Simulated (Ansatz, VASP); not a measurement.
**Two plane-wave programs on BiS4**

```
Bi S
1.0
    -3.18690    3.18690    3.18690
     3.18690   -3.18690    3.18690
     3.18690    3.18690   -3.18690
Bi S
1 4
Direct
  0.00000 0.00000 0.00000
  0.50000 0.50000 0.50000
  0.00000 0.00000 0.50000
  0.00000 0.50000 0.00000
  0.50000 0.00000 0.00000
```

Alike in both runs: functional PBE; k mesh 4 × 4 × 4; occupations gaussian, width 0.1 eV; no spin polarisation.

Ansatz relaxed the structure, and its values are those at the end. VASP's run is a single point on that final structure, the one shown.

|  | VASP | Ansatz |
| --- | --- | --- |
| version | VASP 6.6.1 | Ansatz 0.2.0 |
| potentials or method | VASP PAW PBE potentials, release 64 (Bi_d, S), cutoff 520 eV | scalar-relativistic, plane waves, PAW |
| valence electrons in the cell | 39 | 39 |

Ansatz gave:

```
gap on the k mesh at the Fermi level (eV) : none
pressure (GPa)                            : 0.2
```

Estimate VASP's values.

gap on the k mesh at the Fermi level (eV): none; pressure (GPa): 0.1.

A gap of «none» marks a metal or a gap that the smearing closes.

Neither program's run includes spin-orbit coupling.
